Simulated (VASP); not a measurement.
A run of VASP 6.6.1 is set up as follows.

File INCAR:

```
PREC     = Accurate       # precision mode
ENCUT    = 520            # plane-wave cutoff, eV
EDIFF    = 1E-6           # SCF threshold, eV
ISMEAR   = -1             # smearing method
SIGMA    = 0.05           # smearing width, eV
LREAL    = F              # projectors in reciprocal space
LASPH    = T              # aspherical terms in the spheres
NELM     = 100            # most SCF steps
ALGO     = Normal         # electronic algorithm
ISIF     = 2              # what is computed and relaxed
LWAVE    = F              # write WAVECAR
LCHARG   = F              # write CHGCAR
GGA      = PE             # functional
NBANDS   = 30             # bands
```

Contents of KPOINTS:

```
Automatic mesh
0
Gamma
  5 5 5
```

The input POSCAR:

```
CsPbCl3
1.0
    5.4905801394      0.0000000000      0.0000000000
    0.0000000000      5.4905801394      0.0000000000
    0.0000000000      0.0000000000      5.4905801394
Pb Cs Cl
1 1 3
Direct
    0.5000000000      0.5000000000      0.5000000000
    0.0000000000      0.0000000000      0.0000000000
    0.5000000000      0.0000000000      0.5000000000
    0.0000000000      0.5000000000      0.5000000000
    0.5000000000      0.5000000000      0.0000000000
```

Potentials or basis: VASP PAW PBE potentials, release 64 (Pb_d, Cs_sv, Cl).

Launch:

```console
$ cat potpaw_PBE.64/Pb_d/POTCAR potpaw_PBE.64/Cs_sv/POTCAR potpaw_PBE.64/Cl/POTCAR > POTCAR
$ mpirun -np 1 vasp_std > vasp.out
```

(1) What does it give for the band gap on the k mesh?

(2) Estimate the pressure.

Results:

(1) 2.81 eV, direct.

(2) 3.8 GPa.

Caveat: spin-orbit coupling is left out, which moves the levels of the heavy elements.
